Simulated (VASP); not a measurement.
# NaI (Fm-3m) in VASP: a series of runs

Runs on NaI. Level: LDA. Tasks: vibrations by perturbation theory.

Everything below comes from runs of VASP 6.6.1. Logs are shortened: lines on timing, memory, paths and dates and some standing lists are left out, and cuts for length are marked.

**1. The cell of the first run**

Symmetry: Fm-3m, No. 225, cubic system. The conventional cell has a = 6.185 Å, b = 6.185 Å, c = 6.185 Å, α = 90.00°, β = 90.00°, γ = 90.00°. Within 4.1 Å of Na (site symmetry m-3m) lie 6 I at 3.09 Å. I (site symmetry m-3m) has 6 Na at 3.09 Å within 4.1 Å.

**2. Vibrations by perturbation theory, LDA**

File INCAR:

```
PREC = Accurate
ENCUT = 520
EDIFF = 1E-8
ISMEAR = 0
SIGMA = 0.01
LREAL = F
LASPH = T
NELM = 80
ALGO = Normal
ISIF = 2
LWAVE = F
LCHARG = F
GGA = CA
NBANDS = 14
IBRION = 8
NSW = 1
LEPSILON = T
```

File KPOINTS:

```
regular mesh
0
Gamma
  6 6 6
```

File POSCAR:

```
NaI
1.0
    0.0000000000      3.0923000000      3.0923000000
    3.0923000000      0.0000000000      3.0923000000
    3.0923000000      3.0923000000      0.0000000000
Na I
1 1
Direct
    0.0000000000      0.0000000000      0.0000000000
    0.5000000000      0.5000000000      0.5000000000
```

Potentials or basis: VASP PAW LDA potentials, release 64 (Na_pv, I).

Started as:

```
cat potpaw_LDA.64/Na_pv/POTCAR potpaw_LDA.64/I/POTCAR > POTCAR
mpirun -np 1 vasp_std > vasp.out
```

OUTCAR:

```text
PREC = Accurate
   ENCUT = 520
   EDIFF = 1E-8
   ISMEAR = 0
   LREAL = F
   LASPH = T
   NELM = 80
   ISIF = 2
   GGA = CA
   IBRION = 8
   NSW = 1
   LEPSILON = T

 ion  position               nearest neighbor table
   1  0.000  0.000  0.000-   2 3.09   2 3.09   2 3.09   2 3.09   2 3.09   2 3.09
   2  0.500  0.500  0.500-   1 3.09   1 3.09   1 3.09   1 3.09   1 3.09   1 3.09

  LATTYP: Found a face centered cubic cell.
 ALAT       =     6.1846000000

  Lattice vectors:

 A1 = (   0.0000000000,   3.0923000000,   3.0923000000)
 A2 = (   3.0923000000,   0.0000000000,   3.0923000000)
 A3 = (   3.0923000000,   3.0923000000,   0.0000000000)

Analysis of symmetry for initial positions (statically):
=====================================================================
 Subroutine PRICEL returns:
 Original cell was already a primitive cell.

 Routine SETGRP: Setting up the symmetry group for a
 face centered cubic supercell.

 Subroutine GETGRP returns: Found 48 space group operations
 (whereof 48 operations were pure point group operations)
 out of a pool of 48 trial point group operations.

The static configuration has the point symmetry O_h .

Analysis of symmetry for dynamics (positions and initial velocities):
=====================================================================
 Subroutine PRICEL returns:
 Original cell was already a primitive cell.

 Routine SETGRP: Setting up the symmetry group for a
 face centered cubic supercell.

 Subroutine GETGRP returns: Found 48 space group operations
 (whereof 48 operations were pure point group operations)
 out of a pool of 48 trial point group operations.

The dynamic configuration has the point symmetry O_h .

 Subroutine INISYM returns: Found 48 space group operations
 (whereof 48 operations are pure point group operations),
 and found     1 'primitive' translations

----------------------------------------------------------------------------------------

[... 493 lines left out ...]

 MACROSCOPIC STATIC DIELECTRIC TENSOR (including local field effects in DFT)
 ------------------------------------------------------
           3.719676    -0.000000     0.000000
          -0.000000     3.719676     0.000000
          -0.000000    -0.000000     3.719676
 ------------------------------------------------------

 PIEZOELECTRIC TENSOR (including local field effects)  for field in x, y, z        (e  Angst)
          XX          YY          ZZ          XY          YZ          ZX
  --------------------------------------------------------------------------------
  x     0.00000     0.00000     0.00000     0.00000     0.00000     0.00000
  y     0.00000     0.00000     0.00000     0.00000     0.00000     0.00000
  z     0.00000     0.00000     0.00000     0.00000     0.00000     0.00000

 PIEZOELECTRIC TENSOR (including local field effects)  for field in x, y, z        (C/m^2)
          XX          YY          ZZ          XY          YZ          ZX
  --------------------------------------------------------------------------------
  x     0.00000     0.00000     0.00000     0.00000     0.00000     0.00000
  y     0.00000     0.00000     0.00000     0.00000     0.00000     0.00000
  z     0.00000     0.00000     0.00000     0.00000     0.00000     0.00000

 BORN EFFECTIVE CHARGES (including local field effects) (in |e|, cummulative output)
 ---------------------------------------------------------------------------------
 ion    1
    1     1.15128    -0.00000     0.00000
    2     0.00000     1.15128     0.00000
    3     0.00000     0.00000     1.15128
 ion    2
    1    -1.15128     0.00000     0.00000
    2    -0.00000    -1.15128     0.00000
    3     0.00000     0.00000    -1.15128

 INTERNAL STRAIN TENSOR FOR ION    2 for displacements in x,y,z  (eV/Angst):
          X           Y           Z          XY          YZ          ZX
  --------------------------------------------------------------------------------
  x     0.00000     0.00000     0.00000     0.00000     0.00000     0.00000
  y     0.00000     0.00000     0.00000     0.00000     0.00000     0.00000
  z     0.00000     0.00000     0.00000     0.00000     0.00000     0.00000

 SECOND DERIVATIVES (NOT SYMMETRIZED)
 ------------------------------------
               1X          1Y          1Z          2X          2Y          2Z
  1X    -1.472352    0.000000    0.000000    1.472352    0.000000    0.000000
  1Y     0.000000   -1.472352    0.000000    0.000000    1.472352    0.000000
  1Z     0.000000    0.000000   -1.472352    0.000000    0.000000    1.472352
  2X     1.485965    0.000000    0.000000   -1.485965    0.000000    0.000000
  2Y     0.000000    1.485965    0.000000    0.000000   -1.485965    0.000000
  2Z     0.000000    0.000000    1.485965    0.000000    0.000000   -1.485965

 Eigenvectors and eigenvalues of the dynamical matrix
 ----------------------------------------------------

   1 f  =    4.302787 THz    27.035208 2PiTHz  143.525527 cm-1    17.794889 meV
             X         Y         Z           dx          dy          dz
      0.000000  0.000000  0.000000     0.919470   -0.000000    0.000000
      3.092300  3.092300  3.092300    -0.393161    0.000000    0.000000
[... 21 lines left out ...]
   6 f/i=    0.007158 THz     0.044972 2PiTHz    0.238751 cm-1     0.029601 meV
             X         Y         Z           dx          dy          dz
      0.000000  0.000000  0.000000     0.056667   -0.183945   -0.342825
      3.092300  3.092300  3.092300     0.132525   -0.430184   -0.801750

--------------------------------------------------------------------------------------------------------

 MACROSCOPIC STATIC DIELECTRIC TENSOR IONIC CONTRIBUTION
 ------------------------------------------------------
           2.741796     0.000000     0.000000
           0.000000     2.741796     0.000000
           0.000000     0.000000     2.741796
 ------------------------------------------------------

 ELASTIC MODULI CONTR FROM IONIC RELAXATION (kBar)
 Direction    XX          YY          ZZ          XY          YZ          ZX
 --------------------------------------------------------------------------------
 XX           0.0000      0.0000      0.0000      0.0000      0.0000      0.0000
 YY           0.0000      0.0000      0.0000      0.0000      0.0000      0.0000
 ZZ           0.0000      0.0000      0.0000      0.0000      0.0000      0.0000
 XY           0.0000      0.0000      0.0000      0.0000      0.0000      0.0000
 YZ           0.0000      0.0000      0.0000      0.0000      0.0000      0.0000
 ZX           0.0000      0.0000      0.0000      0.0000      0.0000      0.0000
 --------------------------------------------------------------------------------

 PIEZOELECTRIC TENSOR IONIC CONTR  for field in x, y, z        (C/m^2)
          XX          YY          ZZ          XY          YZ          ZX
  --------------------------------------------------------------------------------
  x     0.00000     0.00000     0.00000     0.00000     0.00000     0.00000
  y     0.00000     0.00000     0.00000     0.00000     0.00000     0.00000
  z     0.00000     0.00000     0.00000     0.00000     0.00000     0.00000
```

OSZICAR:

```text
N       E                     dE             d eps       ncg     rms          rms(c)
DAV:   1     0.867635068973E+02    0.86764E+02   -0.64024E+03   448   0.912E+02
DAV:   2     0.115014871885E+00   -0.86648E+02   -0.79936E+02   466   0.243E+02
[... 176 lines left out ...]
RMM:   6    -0.832710520835E-01   -0.43319E-05   -0.13916E-07  1549   0.204E-03    0.463E-04
RMM:   7    -0.832728416373E-01   -0.17896E-05    0.19083E-08  1737   0.693E-04    0.998E-05
RMM:   8    -0.832721255986E-01    0.71604E-06    0.35206E-08  1720   0.185E-04    0.407E-05
RMM:   9    -0.832719889746E-01    0.13662E-06    0.35024E-07  1795   0.731E-05    0.143E-05
RMM:  10    -0.832719599182E-01    0.29056E-07    0.89280E-08  1766   0.338E-05    0.258E-06
RMM:  11    -0.832719683899E-01   -0.84717E-08   -0.69052E-09  1667   0.163E-05    0.166E-06
 Linear response finished
```

Run time: 5.5 min. Hardware: 1 thread of AMD EPYC 7R13 (Zen 3), shared host; peak memory 0.23 GiB.

Results:

| Item | Value |
| --- | --- |
| Electronic dielectric tensor (diagonal) | 3.72 |
| Born charges (mean of the diagonal) | Na +1.15; I -1.15 e |
| Highest phonon frequency at Γ, LO-TO splitting left out | 144 cm⁻¹ |

Phonon frequencies in cm⁻¹ (negative: imaginary):
| q point | frequencies |
| --- | --- |
| (0.000, 0.000, 0.000) | 0 0 0 144 144 144 |

Electronic dielectric tensor:
```
3.72 0.00 0.00
0.00 3.72 0.00
0.00 0.00 3.72
```

Born effective charge tensors (e):
atom 1, Na
```
1.15 0.00 0.00
0.00 1.15 0.00
0.00 0.00 1.15
```
atom 2, I
```
-1.15  0.00  0.00
 0.00 -1.15  0.00
 0.00  0.00 -1.15
```

Caveat: spin-orbit coupling is left out, which moves the levels of the heavy elements.

**3. Vibrations by perturbation theory, LDA**

This run uses another cell than the first one, of 30.98 Å³/atom, 1.048 times its volume.

File INCAR:

```
SYSTEM = NaI
ALGO = Normal
EDIFF = 1E-8
ENCUT = 520
IBRION = 8
ISIF = 2
ISMEAR = 0
LASPH = .TRUE.
LCHARG = .FALSE.
LEPSILON = .TRUE.
LREAL = .FALSE.
LWAVE = .FALSE.
NBANDS = 14
NELM = 60
NSW = 1
PREC = Accurate
SIGMA = 0.01
```

File KPOINTS:

```
k-points
0
G
  6 6 6
  0 0 0
```

File POSCAR:

```
NaI
1.0
    0.0000000000      3.1406000000      3.1406000000
    3.1406000000      0.0000000000      3.1406000000
    3.1406000000      3.1406000000      0.0000000000
Na I
1 1
Direct
    0.0000000000      0.0000000000      0.0000000000
    0.5000000000      0.5000000000      0.5000000000
```

Potentials or basis: VASP PAW LDA potentials, release 64 (Na_pv, I).

Started as:

```
cat potpaw_LDA.64/Na_pv/POTCAR potpaw_LDA.64/I/POTCAR > POTCAR
mpirun -np 1 vasp_std > vasp.out
```

OUTCAR:

```text
SYSTEM = NaI
   EDIFF = 1E-8
   ENCUT = 520
   IBRION = 8
   ISIF = 2
   ISMEAR = 0
   LASPH = .TRUE.
   LEPSILON = .TRUE.
   LREAL = .FALSE.
   NELM = 60
   NSW = 1
   PREC = Accurate

 ion  position               nearest neighbor table
   1  0.000  0.000  0.000-   2 3.14   2 3.14   2 3.14   2 3.14   2 3.14   2 3.14
   2  0.500  0.500  0.500-   1 3.14   1 3.14   1 3.14   1 3.14   1 3.14   1 3.14

[... 592 lines left out ...]
      3.140600  3.140600  3.140600    -0.392431   -0.026735    0.000000
[... 21 lines left out ...]
   6 f/i=    0.007115 THz     0.044702 2PiTHz    0.237315 cm-1     0.029423 meV
             X         Y         Z           dx          dy          dz
      0.000000  0.000000  0.000000    -0.388716   -0.060141    0.000000
      3.140600  3.140600  3.140600    -0.908583   -0.140573    0.000000

--------------------------------------------------------------------------------------------------------

 MACROSCOPIC STATIC DIELECTRIC TENSOR IONIC CONTRIBUTION
 ------------------------------------------------------
           3.425771     0.000000     0.000000
           0.000000     3.425771    -0.000000
           0.000000    -0.000000     3.425771
 ------------------------------------------------------

 ELASTIC MODULI CONTR FROM IONIC RELAXATION (kBar)
 Direction    XX          YY          ZZ          XY          YZ          ZX
 --------------------------------------------------------------------------------
 XX           0.0000      0.0000      0.0000      0.0000      0.0000      0.0000
 YY           0.0000      0.0000      0.0000      0.0000      0.0000      0.0000
 ZZ           0.0000      0.0000      0.0000      0.0000      0.0000      0.0000
 XY           0.0000      0.0000      0.0000      0.0000      0.0000      0.0000
 YZ           0.0000      0.0000      0.0000      0.0000      0.0000      0.0000
 ZX           0.0000      0.0000      0.0000      0.0000      0.0000      0.0000
 --------------------------------------------------------------------------------

 PIEZOELECTRIC TENSOR IONIC CONTR  for field in x, y, z        (C/m^2)
          XX          YY          ZZ          XY          YZ          ZX
  --------------------------------------------------------------------------------
  x     0.00000     0.00000     0.00000     0.00000     0.00000     0.00000
  y     0.00000     0.00000     0.00000     0.00000     0.00000     0.00000
  z     0.00000     0.00000     0.00000     0.00000     0.00000     0.00000
```

It took 8.2 min on 1 thread of AMD EPYC 7R13 (Zen 3), shared host; peak memory 0.23 GiB.

What came out:

* Electronic dielectric tensor (diagonal): 3.63
* Born charges (mean of the diagonal): Na +1.17; I -1.17 e
* Highest phonon frequency at Γ, LO-TO splitting left out: 128 cm⁻¹

Phonon frequencies in cm⁻¹ (negative: imaginary):
| q point | frequencies |
| --- | --- |
| (0.000, 0.000, 0.000) | 0 0 0 128 128 128 |

Electronic dielectric tensor:
```
3.63 0.00 0.00
0.00 3.63 0.00
0.00 0.00 3.63
```

Born effective charge tensors (e):
atom 1, Na
```
1.17 0.00 0.00
0.00 1.17 0.00
0.00 0.00 1.17
```
atom 2, I
```
-1.17  0.00  0.00
 0.00 -1.17  0.00
 0.00  0.00 -1.17
```

Caveat: spin-orbit coupling is left out, which moves the levels of the heavy elements.
